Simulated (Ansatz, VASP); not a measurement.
MnCl3: VASP beside Ansatz

```
Mn Cl
1.0
     4.72424    0.00000    0.00000
     0.00000    4.72424    0.00000
     0.00000    0.00000    4.72424
Mn Cl
1 3
Cartesian
  0.0000 0.0000 0.0000
  2.3621 0.0000 0.0000
  0.0000 0.0000 2.3621
  0.0000 2.3621 0.0000
```

Alike in both runs: task single point; functional PBEsol; k mesh 6 × 6 × 6; occupations gaussian, width 0.05 eV; collinear spin.

```csv
,VASP,Ansatz
version,VASP 6.6.1,Ansatz 0.2.0
potentials or method,"VASP PAW PBE potentials, release 64 (Mn_pv, Cl), cutoff 520 eV","scalar-relativistic, plane waves, PAW"
valence electrons in the cell,34,36
```

```tsv
	VASP	Ansatz	Ansatz less VASP
gap on the k mesh at the Fermi level (eV)	none	none	-
pressure (GPa)	-1.7	-1.7	0.00
net moment per atom (μB)	1.02	1.01	-0.001
size of the moment on the site where the two differ most (μB)	3.69	3.55	-0.146
```

VASP's potentials were made for PBE, not for PBEsol. Site moments also hang on the region over which each program counts them. A gap of «none» marks a metal or a gap that the smearing closes. The functional is the same, so the differences come from potentials, cutoffs and numerics. VASP's potentials hold 34 valence electrons a cell and Ansatz's 36, so a difference there can come from the potentials and not from the codes. Ansatz's warnings: xc potential rough in thin density.
